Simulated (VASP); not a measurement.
# ScAlH6 (P1) in VASP: single point with PBEsol

Aim: the single point of ScAlH6 with PBEsol.

Program: VASP 6.6.1. These are calculated values, not measurements. Logs are shortened: lines on timing, memory, paths and dates and some standing lists are left out, and cuts for length are marked.

## 1. The cell of the first run

The typed cell holds 8 atoms: a = 5.843 Å, b = 5.069 Å, c = 3.864 Å, α = 49.61°, β = 41.13°, γ = 54.84°.

## 2. Single point, PBEsol

INCAR reads:

```
SYSTEM = ScAlH6
  PREC = Accurate
  ENCUT = 520
  EDIFF = 1E-6
  ISMEAR = -1
  SIGMA = 0.05
  LREAL = .FALSE.
  LASPH = .TRUE.
  NELM = 60
  ALGO = Normal
  ISIF = 2
  LWAVE = .FALSE.
  LCHARG = .FALSE.
  GGA = PS
  NBANDS = 20
```

KPOINTS reads:

```
Automatic mesh
0
G
  4 4 4
  0 0 0
```

POSCAR reads:

```
ScAlH6
1.0
    0.0135184868      4.1367502331      4.1268806313
    3.2414567420      0.2319192892      3.8902732800
    2.2541091177      2.8950560918      1.2119594486
Sc Al H
1 1 6
Direct
    0.5206069223      0.5336442379      0.4310488725
    0.0027868134      0.0049407270     -0.0043308337
    0.6209612264     -0.0440102065      0.6856704023
    0.3803465697      1.0483670796      0.3020416139
    0.2701669406      0.6286228338      0.1567544177
    0.7366243285      0.3863254960      0.8291888283
    0.0420766166      0.2791551570      1.0636069613
    0.9458614422      0.7442720802     -0.0676993911
```

Potentials or basis: VASP PAW PBE potentials, release 64 (Sc_sv, Al, H).

On the command line:

```
cat potpaw_PBE.64/Sc_sv/POTCAR potpaw_PBE.64/Al/POTCAR potpaw_PBE.64/H/POTCAR > POTCAR
mpirun -np 1 vasp_std > vasp.out
```

OUTCAR:

```text
SYSTEM = ScAlH6
   PREC = Accurate
   ENCUT = 520
   EDIFF = 1E-6
   ISMEAR = -1
   LREAL = .FALSE.
   LASPH = .TRUE.
   NELM = 60
   ISIF = 2
   GGA = PS

 ion  position               nearest neighbor table
   1  0.521  0.534  0.431-   3 2.03   4 2.05   8 2.05   7 2.07   6 2.07   5 2.09   2 2.82   2 2.85
                             2 3.38
   2  0.003  0.005  0.996-   5 1.72   8 1.72   3 1.72   7 1.73   4 1.73   6 1.73   1 2.82   1 2.85
                             1 3.38
   3  0.621  0.956  0.686-   2 1.72   1 2.03
   4  0.380  0.048  0.302-   2 1.73   1 2.05
   5  0.270  0.629  0.157-   2 1.72   1 2.09
   6  0.737  0.386  0.829-   2 1.73   1 2.07
   7  0.042  0.279  0.064-   2 1.73   1 2.07
   8  0.946  0.744  0.932-   2 1.72   1 2.05

  LATTYP: Found a triclinic cell.
 ALAT       =     3.8805690584
 B/A-ratio  =     1.5057815332
 C/A-ratio  =     1.0060149780
 COS(alpha) =     0.0021785829
 COS(beta)  =     0.1510311514
 COS(gamma) =     0.7557046852

  Lattice vectors:

 A1 = (   2.2405906309,  -1.2416941413,  -2.9149211827)
 A2 = (  -0.0135184868,  -4.1367502331,  -4.1268806313)
 A3 = (  -0.9873476243,   2.6631368026,  -2.6783138314)

Analysis of symmetry for initial positions (statically):
=====================================================================
 Subroutine PRICEL returns:
 Original cell was already a primitive cell.

 Routine SETGRP: Setting up the symmetry group for a
 triclinic supercell.

 Subroutine GETGRP returns: Found  1 space group operations
 (whereof  1 operations were pure point group operations)
 out of a pool of  2 trial point group operations.

The static configuration has the point symmetry C_1 .

Analysis of symmetry for dynamics (positions and initial velocities):
=====================================================================
 Subroutine PRICEL returns:
 Original cell was already a primitive cell.

 Routine SETGRP: Setting up the symmetry group for a
 triclinic supercell.

 Subroutine GETGRP returns: Found  1 space group operations
 (whereof  1 operations were pure point group operations)
 out of a pool of  2 trial point group operations.

The dynamic configuration has the point symmetry C_1 .

 Subroutine INISYM returns: Found  1 space group operations
 (whereof  1 operations are pure point group operations),
 and found     1 'primitive' translations

[... 106 lines left out ...]
   EDIFF  = 0.1E-05   stopping-criterion for ELM
   LREAL  =      F    real-space projection
   EDIFFG = 0.1E-04   stopping-criterion for IOM
   NSW    =      0    number of steps for IOM
   IBRION =     -1    ionic relax: 0-MD 1-quasi-New 2-CG
   NFREE  =      0    steps in history (QN), initial steepest desc. (CG)
   ISIF   =      2    stress and relaxation
   ISYM   =      2    0-nonsym 1-usesym 2-fastsym
   POTIM  = 0.5000    time-step for ionic-motion
   TEBEG  =    0.0;   TEEND  =   0.0 temperature during run
   PSTRESS=    0.0 pullay stress
   NELECT =      20.0000    total number of electrons
   NUPDOWN=      -1.0000    fix difference up-down
   EMIN   =  10.00;   EMAX   =-10.00  energy-range for DOS
   EFERMI =   0.00;   METHOD = LEGACY
   ISMEAR =    -1;   SIGMA  =   0.05  broadening in eV -4-tet -1-fermi 0-gaus
   EFERMI_NEDOS =   21; number of points for ismear=-14 and -15
   IALGO  =     38    algorithm
   IMIX   =      4    mixing-type and parameters
     AMIX     =   0.40;   BMIX     =  1.00
     AMIX_MAG =   1.60;   BMIX_MAG =  1.00
  volume/ion in A,a.u.               =       7.06        47.61
  Fermi-wavevector in a.u.,A,eV,Ry     =   1.158441  2.189137 18.258831  1.341986
  Thomas-Fermi vector in A             =   2.295043
   LORBIT       =      0    0 simple, 1 ext, 2 COOP (PROOUT), +10 PAW based schemes
   GGA     = PS    functional components
   LHFCALC =     F    Hartree Fock is set to
   AEXX    =    0.0000 exact exchange contribution
   IVDW    =     0    specifies the selected vdW correction
   LEPSILON=     F    determine dielectric tensor
   LRPA    =     F    only Hartree local field effects (RPA)
 non-spin polarized calculation
  energy-cutoff  :      520.00
  volume of cell :       56.45
 maximum number of plane-waves:      1528
 NGX is ok and might be reduce to    48
   NGX = 21   NGY = 19   NGZ = 15

 number of electron      20.0000001 magnetization

 Free energy of the ion-electron system (eV)
  ---------------------------------------------------
  ext. energy  EPLUGINS =         0.00000000
  ---------------------------------------------------
  free energy    TOTEN  =       -31.96886693 eV

  energy without entropy =      -31.96886678  energy(sigma->0) =      -31.96886685

 E-fermi :   4.2288     XC(G=0): -10.4030

 val. band max:        3.5826174044   @ k =   0.0000   0.5000   0.0000
 cond. band min:       4.9092612048   @ k =   0.5000  -0.0000   0.5000
 fundamental gap:      1.3266438004
 Fermi energy:         4.2287889578

 k-point     1 :       0.0000    0.0000    0.0000
  band No.  band energies     occupation
      1     -45.5039      2.00000
      2     -24.2260      2.00000
      3     -24.2120      2.00000
      4     -24.1986      2.00000
      5      -6.7746      2.00000
      6       0.0206      2.00000
[... 541 lines left out ...]
     19      11.9366      0.00000
     20      12.9155      0.00000

 [... further k-points ...]
[... 5 lines left out ...]
  --------------------------------------------------------------------------------------
  -------------------------------------------------------------------------------------
  Total        0.0197798     -0.0084495     -0.0063299     -0.0044488      0.0022652      0.0042790
  in kB        0.5614351     -0.2398334     -0.1796692     -0.1262756      0.0642960      0.1214574
  external PRESSURE =       0.0473108 kB  Pullay stress =       0.0000000 kB

 VOLUME and BASIS-vectors are now :
 -----------------------------------------------------------------------------
  energy-cutoff  :      520.00
  volume of cell :       56.45
      direct lattice vectors                 reciprocal lattice vectors
     0.013518487  4.136750233  4.126880631    -0.194548815  0.085756211  0.156989755
     3.241456742  0.231919289  3.890273280     0.122842892 -0.164512493  0.164503533
     2.254109118  2.895056092  1.211959449     0.268150321  0.236058153 -0.237501080

 POSITION                                       TOTAL-FORCE (eV/Angst)
 -----------------------------------------------------------------------------------
      2.70845      3.52529      4.74692         0.001855      0.002040     -0.002787
      2.26040      2.89519      1.23743        -0.000990      0.000947     -0.000878
      4.65277      4.77553      7.11270        -0.002758     -0.002374     -0.000487
      0.84276      2.45904      2.12387         0.004990     -0.000988      0.002977
      2.39465      1.71722      3.75044         0.003954     -0.002632     -0.001987
      3.13130      5.53738      5.54782        -0.005704      0.000477      0.000138
      1.04882      0.42295      1.33672        -0.004257      0.003792     -0.000417
      4.52682      6.78447      7.92879         0.002910     -0.001261      0.003441
 -----------------------------------------------------------------------------------
    total drift:                               -0.000139     -0.000032     -0.000032

  FREE ENERGIE OF THE ION-ELECTRON SYSTEM (eV)
  ---------------------------------------------------
  free  energy   TOTEN  =       -31.9688669273 eV

  energy  without entropy=      -31.9688667812  energy(sigma->0) =      -31.96886685
```

OSZICAR:

```text
N       E                     dE             d eps       ncg     rms          rms(c)
DAV:   1     0.141555699036E+03    0.14156E+03   -0.91010E+03  1472   0.914E+02
DAV:   2    -0.282327789982E+02   -0.16979E+03   -0.16463E+03  1440   0.297E+02
DAV:   3    -0.355687732380E+02   -0.73360E+01   -0.72281E+01  2072   0.660E+01
DAV:   4    -0.357346850540E+02   -0.16591E+00   -0.16571E+00  2060   0.979E+00
DAV:   5    -0.357398625976E+02   -0.51775E-02   -0.51772E-02  1856   0.161E+00    0.122E+01
DAV:   6    -0.323611905251E+02    0.33787E+01   -0.44133E+00  2080   0.238E+01    0.467E+00
DAV:   7    -0.320160851287E+02    0.34511E+00   -0.16603E+00  2308   0.908E+00    0.148E+00
DAV:   8    -0.320423929138E+02   -0.26308E-01   -0.91985E-01  1976   0.102E+01    0.190E+00
DAV:   9    -0.319765786758E+02    0.65814E-01   -0.52676E-01  1968   0.704E+00    0.537E-01
DAV:  10    -0.319688577370E+02    0.77209E-02   -0.43030E-02  2260   0.208E+00    0.117E-01
DAV:  11    -0.319688657958E+02   -0.80587E-05   -0.76723E-04  1644   0.168E-01    0.164E-02
DAV:  12    -0.319688690074E+02   -0.32116E-05   -0.32181E-05  2116   0.520E-02    0.141E-02
DAV:  13    -0.319688668546E+02    0.21528E-05   -0.11943E-05  2024   0.356E-02    0.385E-03
DAV:  14    -0.319688669273E+02   -0.72713E-07   -0.38465E-07   924   0.591E-03
   1 F= -.31968867E+02 E0= -.31968867E+02  d E =-.146115E-06
```

Run time: 26 s. Hardware: 1 thread of Intel Xeon 6975P-C (Granite Rapids), shared host; peak memory 0.24 GiB.

What came out:

```
Free energy            : -31.9689 eV
Pressure               : 0.0 GPa
Largest force          : 0.006 eV/Å
Band gap on the k mesh : 1.33 eV (least direct gap 1.74 eV)
```

Forces in eV/Å, atoms in the order of the input:
```
Sc   0.002  0.002 -0.003
Al  -0.001  0.001 -0.001
H   -0.003 -0.002  0.000
H    0.005 -0.001  0.003
H    0.004 -0.003 -0.002
H   -0.006  0.000  0.000
H   -0.004  0.004  0.000
H    0.003 -0.001  0.003
```

Caveat: the PAW data sets were made with another functional, which shifts forces and pressure a little. A k mesh can miss the band edges.
